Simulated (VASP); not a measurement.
A run of VASP 6.6.1 is set up as follows.

Contents of INCAR:

```
PREC     = Accurate       # precision mode
ENCUT    = 520            # plane-wave cutoff, eV
EDIFF    = 1E-6           # SCF threshold, eV
ISMEAR   = 0              # smearing method
SIGMA    = 0.01           # smearing width, eV
LREAL    = F              # projectors in reciprocal space
LASPH    = T              # aspherical terms in the spheres
NELM     = 60             # most SCF steps
ALGO     = Normal         # electronic algorithm
ISIF     = 2              # what is computed and relaxed
LWAVE    = F              # write WAVECAR
LCHARG   = F              # write CHGCAR
GGA      = PE             # functional
NBANDS   = 15             # bands
```

File KPOINTS:

```
regular mesh
0
Gamma
  6 6 6
```

File POSCAR:

```
RbBr
1.0
    0.0000000000      3.2840391700      3.2840391700
    3.2840391700      0.0000000000      3.2840391700
    3.2840391700      3.2840391700      0.0000000000
Rb Br
1 1
Direct
    0.0000000000      0.0000000000      0.0000000000
    0.5000000000      0.5000000000      0.5000000000
```

Potentials or basis: VASP PAW PBE potentials, release 64 (Rb_sv, Br).

Command:

```sh
$ cat potpaw_PBE.64/Rb_sv/POTCAR potpaw_PBE.64/Br/POTCAR > POTCAR
$ mpirun -np 1 vasp_std > vasp.out
```

Question: Estimate the band gap on the k mesh.

Answer: 4.71 eV, direct.

Question: Estimate the pressure.

Answer: 3.9 GPa.

PBE gaps usually lie below the measured ones, often by a third to a half.
